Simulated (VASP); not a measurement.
# YHg (Pm-3m) in VASP: a series of runs, part 2 of 2

VASP 6.6.1.

## Step 3: Single point, LDA

Contents of INCAR:

```
PREC = Accurate ; ENCUT = 520
EDIFF = 1E-6 ; ISMEAR = -1
SIGMA = 0.1 ; LREAL = False
LASPH = True ; NELM = 100
ALGO = Normal ; ISIF = 2
LWAVE = False ; LCHARG = False
NBANDS = 18
```

Contents of KPOINTS:

```
Automatic mesh
0
Gamma
  8 8 8
```

Contents of POSCAR:

```
YHg
1.0
    3.6800000000      0.0000000000      0.0000000000
    0.0000000000      3.6800000000      0.0000000000
    0.0000000000      0.0000000000      3.6800000000
Y Hg
1 1
Direct
    0.5000000000      0.5000000000      0.5000000000
    0.0000000000      0.0000000000      0.0000000000
```

Potentials or basis: VASP PAW LDA potentials, release 64 (Y_sv, Hg).

The run is started by

```console
$ cat potpaw_LDA.64/Y_sv/POTCAR potpaw_LDA.64/Hg/POTCAR > POTCAR
$ mpirun -np 1 vasp_std > vasp.out
```

OUTCAR:

```text
PREC = Accurate
   ENCUT = 520
   EDIFF = 1E-6
   ISMEAR = -1
   LREAL = False
   LASPH = True
   NELM = 100
   ISIF = 2

 ion  position               nearest neighbor table
   1  0.500  0.500  0.500-   2 3.19   2 3.19   2 3.19   2 3.19   2 3.19   2 3.19   2 3.19   2 3.19

   2  0.000  0.000  0.000-   1 3.19   1 3.19   1 3.19   1 3.19   1 3.19   1 3.19   1 3.19   1 3.19

  LATTYP: Found a simple cubic cell.
 ALAT       =     3.6800000000

  Lattice vectors:

 A1 = (   3.6800000000,   0.0000000000,   0.0000000000)
 A2 = (   0.0000000000,   3.6800000000,   0.0000000000)
 A3 = (   0.0000000000,   0.0000000000,   3.6800000000)

Analysis of symmetry for initial positions (statically):
=====================================================================
 Subroutine PRICEL returns:
 Original cell was already a primitive cell.

 Routine SETGRP: Setting up the symmetry group for a
 simple cubic supercell.

 Subroutine GETGRP returns: Found 48 space group operations
 (whereof 48 operations were pure point group operations)
 out of a pool of 48 trial point group operations.

The static configuration has the point symmetry O_h .

Analysis of symmetry for dynamics (positions and initial velocities):
=====================================================================
 Subroutine PRICEL returns:
 Original cell was already a primitive cell.

 Routine SETGRP: Setting up the symmetry group for a
 simple cubic supercell.

 Subroutine GETGRP returns: Found 48 space group operations
 (whereof 48 operations were pure point group operations)
 out of a pool of 48 trial point group operations.

The dynamic configuration has the point symmetry O_h .

 Subroutine INISYM returns: Found 48 space group operations
 (whereof 48 operations are pure point group operations),
 and found     1 'primitive' translations
[... 102 lines left out ...]
   ISYM   =      2    0-nonsym 1-usesym 2-fastsym
   POTIM  = 0.5000    time-step for ionic-motion
   TEBEG  =    0.0;   TEEND  =   0.0 temperature during run
   PSTRESS=    0.0 pullay stress
   NELECT =      23.0000    total number of electrons
   NUPDOWN=      -1.0000    fix difference up-down
   EMIN   =  10.00;   EMAX   =-10.00  energy-range for DOS
   EFERMI =   0.00;   METHOD = LEGACY
   ISMEAR =    -1;   SIGMA  =   0.10  broadening in eV -4-tet -1-fermi 0-gaus
   EFERMI_NEDOS =   21; number of points for ismear=-14 and -15
   IALGO  =     38    algorithm
   IMIX   =      4    mixing-type and parameters
     AMIX     =   0.40;   BMIX     =  1.00
     AMIX_MAG =   1.60;   BMIX_MAG =  1.00
  volume/ion in A,a.u.               =      24.92       168.16
  Fermi-wavevector in a.u.,A,eV,Ry     =   1.265133  2.390755 21.776972  1.600562
  Thomas-Fermi vector in A             =   2.398402
   LORBIT       =      0    0 simple, 1 ext, 2 COOP (PROOUT), +10 PAW based schemes
   GGA     = CA    functional components
   LHFCALC =     F    Hartree Fock is set to
   AEXX    =    0.0000 exact exchange contribution
   IVDW    =     0    specifies the selected vdW correction
   LEPSILON=     F    determine dielectric tensor
   LRPA    =     F    only Hartree local field effects (RPA)
 non-spin polarized calculation
  energy-cutoff  :      520.00
  volume of cell :       49.84
 maximum number of plane-waves:      1376
 NGX is ok and might be reduce to    28
   NGX = 13   NGY = 13   NGZ = 13

 number of electron      23.0000002 magnetization

 Free energy of the ion-electron system (eV)
  ---------------------------------------------------
  ext. energy  EPLUGINS =         0.00000000
  ---------------------------------------------------
  free energy    TOTEN  =        -9.21952675 eV

  energy without entropy =       -9.15261371  energy(sigma->0) =       -9.18607023

 E-fermi :   3.8406     XC(G=0): -10.8741

 val. band max:        3.8150635839   @ k =   0.2500   0.2500   0.0000
 cond. band min:       3.8637616267   @ k =   0.5000   0.0000   0.0000
 fundamental gap:      0.0486980428
 Fermi energy:         3.8405829234

 k-point     1 :       0.0000    0.0000    0.0000
  band No.  band energies     occupation
      1     -39.0496      2.00000
      2     -19.0542      2.00000
      3     -19.0542      2.00000
      4     -19.0542      2.00000
      5      -4.1517      2.00000
      6      -3.9300      2.00000
[... 481 lines left out ...]
      5      -3.8742      2.00000
      6      -3.6669      2.00000
[... 10 lines left out ...]
     17       8.6938      0.00000
     18      10.6796      0.00000

 [... further k-points ...]
[... 5 lines left out ...]
  --------------------------------------------------------------------------------------
  -------------------------------------------------------------------------------------
  Total       -0.9744538     -0.9744538     -0.9744538      0.0000000     -0.0000000     -0.0000000
  in kB      -31.3276893    -31.3276893    -31.3276893      0.0000000     -0.0000000     -0.0000000
  external PRESSURE =     -31.3276893 kB  Pullay stress =       0.0000000 kB

 VOLUME and BASIS-vectors are now :
 -----------------------------------------------------------------------------
  energy-cutoff  :      520.00
  volume of cell :       49.84
      direct lattice vectors                 reciprocal lattice vectors
     3.680000000  0.000000000  0.000000000     0.271739130  0.000000000  0.000000000
     0.000000000  3.680000000  0.000000000     0.000000000  0.271739130  0.000000000
     0.000000000  0.000000000  3.680000000     0.000000000  0.000000000  0.271739130

 POSITION                                       TOTAL-FORCE (eV/Angst)
 -----------------------------------------------------------------------------------
      1.84000      1.84000      1.84000         0.000000      0.000000      0.000000
      0.00000      0.00000      0.00000         0.000000      0.000000      0.000000
 -----------------------------------------------------------------------------------
    total drift:                               -0.000000      0.000000      0.000000

  FREE ENERGIE OF THE ION-ELECTRON SYSTEM (eV)
  ---------------------------------------------------
  free  energy   TOTEN  =        -9.2195267504 eV

  energy  without entropy=       -9.1526137140  energy(sigma->0) =       -9.18607023
```

OSZICAR:

```text
N       E                     dE             d eps       ncg     rms          rms(c)
DAV:   1     0.130231185422E+03    0.13023E+03   -0.11788E+04  1284   0.122E+03
DAV:   2    -0.344351420336E+01   -0.13367E+03   -0.12953E+03  1372   0.305E+02
DAV:   3    -0.963017939041E+01   -0.61867E+01   -0.61224E+01  2036   0.528E+01
DAV:   4    -0.974767230927E+01   -0.11749E+00   -0.11729E+00  1512   0.558E+00
DAV:   5    -0.974985022673E+01   -0.21779E-02   -0.21777E-02  1586   0.550E-01    0.290E+01
DAV:   6    -0.931364386591E+01    0.43621E+00   -0.71124E-01  1420   0.737E+00    0.177E+01
DAV:   7    -0.922784006893E+01    0.85804E-01   -0.49821E-01  1492   0.423E+00    0.265E+00
DAV:   8    -0.922082874400E+01    0.70113E-02   -0.33719E-02  1424   0.132E+00    0.449E-01
DAV:   9    -0.921953306931E+01    0.12957E-02   -0.78057E-03  1530   0.619E-01    0.104E-01
DAV:  10    -0.921952687327E+01    0.61960E-05   -0.31322E-04  1490   0.100E-01    0.182E-02
DAV:  11    -0.921952675044E+01    0.12283E-06   -0.88630E-06  1452   0.216E-02
   1 F= -.92195268E+01 E0= -.91860702E+01  d E =-.669130E-01
```

Wall time 9.2 s (1 thread of Intel Xeon 6975P-C (Granite Rapids), shared host); peak memory 0.17 GiB.

Results:

- Free energy: -9.2195 eV
- Pressure: -3.1 GPa

Levels at points of the mesh, in eV from the Fermi level:
```
           k point  band 8  band 9  band 10  band 11  band 12  band 13  band 14  band 15  band 16  band 17
(0.00, 0.00, 0.00)   -7.19   -7.19    -7.19     0.26     0.26     3.81     3.81     3.81     4.47     4.47
(0.50, 0.00, 0.00)   -7.30   -7.13    -4.98    -3.62     0.02     1.04     1.04     3.57     4.78     8.71
(0.50, 0.50, 0.00)   -7.45   -6.78    -4.55    -0.49    -0.49     0.53     2.88     2.88     4.76     5.46
(0.50, 0.50, 0.50)   -6.77   -6.77    -1.99    -1.99    -1.99    -1.94     4.88     4.88     5.49     5.49
```

Caveat: spin-orbit coupling is left out, which moves the levels of the heavy elements.
